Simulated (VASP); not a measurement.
Si:

```
Si
1.0
    -2.32296    2.32296    1.30213
     2.32296   -2.32296    1.30213
     2.32296    2.32296   -1.30213
Si
2
Direct
  0.50000 0.50000 0.00000
  0.25000 0.75000 0.50000
```

Base run:

* Program: VASP 6.6.1
* Functional: r2SCAN
* Potentials or basis: VASP PAW PBE potentials, release 64 (Si)
* Cutoff: 520 eV
* k mesh: 11 × 11 × 11
* Occupations: fermi-dirac, width 0.05 eV
* Spin: no spin polarisation

Its results: band gap on the k mesh zero (band 4 reaches 12.79 eV, above the bottom of band 5 at 6.14 eV); pressure 10.9 GPa.

**Question.** After a change of settings the same cell gave: band gap on the k mesh zero (band 4 reaches 12.64 eV, above the bottom of band 5 at 6.34 eV); pressure 11.8 GPa. Which change was it?
A. functional from r2SCAN to PBE
B. functional from r2SCAN to PBEsol; further incar settings from ALGO = Normal; EDIFF = 1e-07; NBANDS = 11 to ALGO = Normal; EDIFF = 1e-06; NBANDS = 11
C. functional from r2SCAN to LDA; potentials or basis from VASP PAW PBE potentials, release 64 (Si) to VASP PAW LDA potentials, release 64 (Si)

**Answer.** A.

Caveats: the PAW data sets were made with another functional, which shifts forces and pressure a little (some runs).
